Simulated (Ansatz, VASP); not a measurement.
# Bi4Te5: VASP beside Ansatz

The input INCAR:

```
SYSTEM = Bi4Te5
PREC     = Accurate       ! precision mode
ENCUT    = 520            ! plane-wave cutoff, eV
EDIFF    = 1E-6           ! SCF threshold, eV
ISMEAR   = 0              ! smearing method
SIGMA    = 0.05           ! smearing width, eV
LREAL    = .FALSE.        ! projectors in reciprocal space
LASPH    = .TRUE.         ! aspherical terms in the spheres
NELM     = 80             ! most SCF steps
ALGO     = Normal         ! electronic algorithm
ISIF     = 2              ! what is computed and relaxed
LWAVE    = .FALSE.        ! write WAVECAR
LCHARG   = .FALSE.        ! write CHGCAR
LDIPOL   = .TRUE.       
IDIPOL   = 3            
DIPOL    = 0.5 0.5 0.500
GGA      = PE             ! functional
NBANDS   = 55             ! bands
```

The input KPOINTS:

```
Automatic mesh
0
G
  9 9 1
  0 0 0
```

Contents of POSCAR:

```
Bi4Te5
1.0
    4.4465494044      0.0000000000      0.0000000000
   -2.2232747022      3.8508247434      0.0000000000
    0.0000000000      0.0000000000     32.3362793765
Bi Te
4 5
Direct
    0.3333333333      0.6666666667      0.2319376300
    0.3333333333      0.6666666667      0.4364567740
    0.0000000000      0.0000000000      0.5635432260
    0.0000000000      0.0000000000      0.7680623700
    0.6666666667      0.3333333333      0.2850864245
    0.0000000000      0.0000000000      0.3833079794
    0.6666666667      0.3333333333      0.5000000000
    0.3333333333      0.6666666667      0.6166920206
    0.6666666667      0.3333333333      0.7149135755
```

Input for Ansatz:

```yaml
crystal:
  lattice:
    - [4.4465494044, 0.0, 0.0]
    - [-2.2232747022, 3.8508247434, 0.0]
    - [0.0, 0.0, 32.3362793765]
  atoms:
    - { symbol: Bi, position: [0.3333333333, 0.6666666667, 0.23193763] }
    - { symbol: Te, position: [0.6666666667, 0.3333333333, 0.2850864245] }
    - { symbol: Te, position: [0.0, 0.0, 0.3833079794] }
    - { symbol: Bi, position: [0.3333333333, 0.6666666667, 0.436456774] }
    - { symbol: Te, position: [0.6666666667, 0.3333333333, 0.5] }
    - { symbol: Bi, position: [0.0, 0.0, 0.563543226] }
    - { symbol: Te, position: [0.3333333333, 0.6666666667, 0.6166920206] }
    - { symbol: Te, position: [0.6666666667, 0.3333333333, 0.7149135755] }
    - { symbol: Bi, position: [0.0, 0.0, 0.76806237] }
basis:
  ecutwfc: 420
kpoints:
  mp_grid: { grid: [9, 9, 1] }
hamiltonian:
  xc: pbe
scf:
  occupations: { method: gaussian, width: 0.05 }
output:
  forces: true
  stress: true
  eigenvalues: true
  write_density: true
  write_potential: true
  elf: true
  volumetric_format: npy
efield:
  axis: 3
  dipole_correction: true
  ramp_width: 0.04
```

Alike in both runs: task single point; functional PBE; k mesh 9 × 9 × 1; occupations gaussian, width 0.05 eV; no spin polarisation.

|  | VASP | Ansatz |
| --- | --- | --- |
| version | VASP 6.6.1 | Ansatz 0.2.0 |
| potentials or method | VASP PAW PBE potentials, release 64 (Bi_d, Te), cutoff 520 eV | scalar-relativistic, plane waves, PAW |
| valence electrons in the cell | 90 | 140 |

|  | VASP | Ansatz | Ansatz less VASP |
| --- | --- | --- | --- |
| gap on the k mesh at the Fermi level (eV) | none | none | - |
| rms of the force components (eV/Å) | 0.278 | 0.277 | -0.0002 |

A gap of «none» marks a metal or a gap that the smearing closes. The functional is the same, so the differences come from potentials, cutoffs and numerics. VASP's potentials hold 90 valence electrons a cell and Ansatz's 140, so a difference there can come from the potentials and not from the codes. Ansatz's warnings: xc potential rough in thin density.

Neither program's run includes spin-orbit coupling.
